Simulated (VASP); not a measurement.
Wanted: the native input for a VASP 6.6.1 run.

```
Task                   : single point
Functional             : PBE
Potentials or basis    : VASP PAW PBE potentials, release 64 (Te, Pt)
Cutoff                 : 500 eV
k mesh                 : 8 × 8 × 8
Occupations            : gaussian, width 0.1 eV
Spin                   : no spin polarisation
Dipole correction      : no
Further INCAR settings : ALGO = Normal; EDIFF = 1e-06; NBANDS = 35
```

The structure of TePt2 lies in POSCAR:

```
TePt2
1.0
    5.7674199145      0.0000000000      0.0000000000
    0.0000000000      5.7674199145      0.0000000000
    0.0000000000      0.0000000000      5.7674199145
Te Pt
2 4
Direct
    0.0000000000      0.0000000000      0.0000000000
    0.5000000000      0.5000000000      0.5000000000
    0.2500000000      0.2500000000      0.2500000000
    0.2500000000      0.7500000000      0.7500000000
    0.7500000000      0.7500000000      0.2500000000
    0.7500000000      0.2500000000      0.7500000000
```

These files were run (other wordings do the same):

INCAR

```
SYSTEM = TePt2
PREC = Accurate
ENCUT = 500
EDIFF = 1E-6
ISMEAR = 0
SIGMA = 0.1
LREAL = .FALSE.
LASPH = .TRUE.
NELM = 120
ALGO = Normal
ISIF = 2
LWAVE = .FALSE.
LCHARG = .FALSE.
GGA = PE
NBANDS = 35
GGA_COMPAT = .FALSE.
```

KPOINTS

```
regular mesh
0
G
  8 8 8
  0 0 0
```

Potentials or basis: VASP PAW PBE potentials, release 64 (Te, Pt).

The run is started by

```bash
$ cat potpaw_PBE.64/Te/POTCAR potpaw_PBE.64/Pt/POTCAR > POTCAR
$ mpirun -np 1 vasp_std > vasp.out
```

It gave:

The pressure is -0.1 GPa. The band gap on the k mesh is zero (bands 26 and 27 overlap by 0.48 eV).

Caveat: spin-orbit coupling is left out, which moves the levels of the heavy elements.

Wall time 5.7 min on 1 thread of Intel Xeon 8259CL, on a shared host, peak memory 0.37 GiB.
